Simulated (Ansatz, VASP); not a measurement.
One calculation of TiO2, two programs

Contents of INCAR:

```
  PREC = Accurate
  ENCUT = 520
  EDIFF = 1E-6
  ISMEAR = 0
  SIGMA = 0.05
  LREAL = False
  LASPH = True
  NELM = 80
  ALGO = Normal
  ISIF = 2
  LWAVE = False
  LCHARG = False
  GGA = PE
  NBANDS = 33
```

KPOINTS

```
Automatic mesh
0
Gamma
  6 6 10
```

The input POSCAR:

```
TiO2
1.0
    4.6433998164      0.0000000000      0.0000000000
    0.0000000000      4.6433998164      0.0000000000
    0.0000000000      0.0000000000      2.9638636888
Ti O
2 4
Direct
    0.0000000000      0.0000000000      0.0039244396
    0.5000000000      0.5000000000      0.5039244396
    0.3050970583      0.3050970583     -0.0058707153
    0.1949029417      0.8050970583      0.4941292847
    0.6949029417      0.6949029417     -0.0058707153
    0.8050970583      0.1949029417      0.4941292847
```

Input for Ansatz:

```yaml
crystal:
  lattice:
    - [4.6433998164, 0.0, 0.0]
    - [0.0, 4.6433998164, 0.0]
    - [0.0, 0.0, 2.9638636888]
  atoms:
    - { symbol: Ti, position: [0.0, 0.0, 0.0039244396] }
    - { symbol: Ti, position: [0.5, 0.5, 0.5039244396] }
    - { symbol: O, position: [0.3050970583, 0.3050970583, -0.0058707153] }
    - { symbol: O, position: [0.1949029417, 0.8050970583, 0.4941292847] }
    - { symbol: O, position: [0.6949029417, 0.6949029417, -0.0058707153] }
    - { symbol: O, position: [0.8050970583, 0.1949029417, 0.4941292847] }
basis:
  ecutwfc: 520.0
kpoints:
  mp_grid: { grid: [6, 6, 10] }
hamiltonian:
  xc: pbe
  pseudopotentials: { kind: paw, azcp: { folder: soft_1 } }
scf:
  occupations: { method: gaussian, width: 0.05 }
output:
  forces: true
  stress: true
  eigenvalues: true
```

Change from the starting cell: mode 1 frozen in at -0.017 Å, equal normal strain along x, y and z +0.0000.

Alike in both runs: task single point; functional PBE; k mesh 6 × 6 × 10; occupations gaussian, width 0.05 eV; no spin polarisation.

|  | VASP | Ansatz |
| --- | --- | --- |
| version | VASP 6.6.1 | Ansatz 0.2.0 |
| potentials or method | VASP PAW PBE potentials, release 64 (Ti_sv, O), cutoff 520 eV | scalar-relativistic, plane waves, PAW |
| valence electrons in the cell | 48 | 48 |

Ansatz gave:

* gap on the k mesh at the Fermi level (eV): 1.89
* least direct gap on the mesh (eV): 1.89
* pressure (GPa): 0.1
* traceless stress, the component that is largest in VASP (GPa): 0.02
* rms of the force components (eV/Å): 0.009

**Question.** Which values does VASP return?

**Answer.** gap on the k mesh at the Fermi level (eV): 1.86; least direct gap on the mesh (eV): 1.86; pressure (GPa): 0.8; traceless stress, the component that is largest in VASP (GPa): 0.26; rms of the force components (eV/Å): 0.016.

Atom by atom the forces differ by 0.014 eV/Å (rms over components).
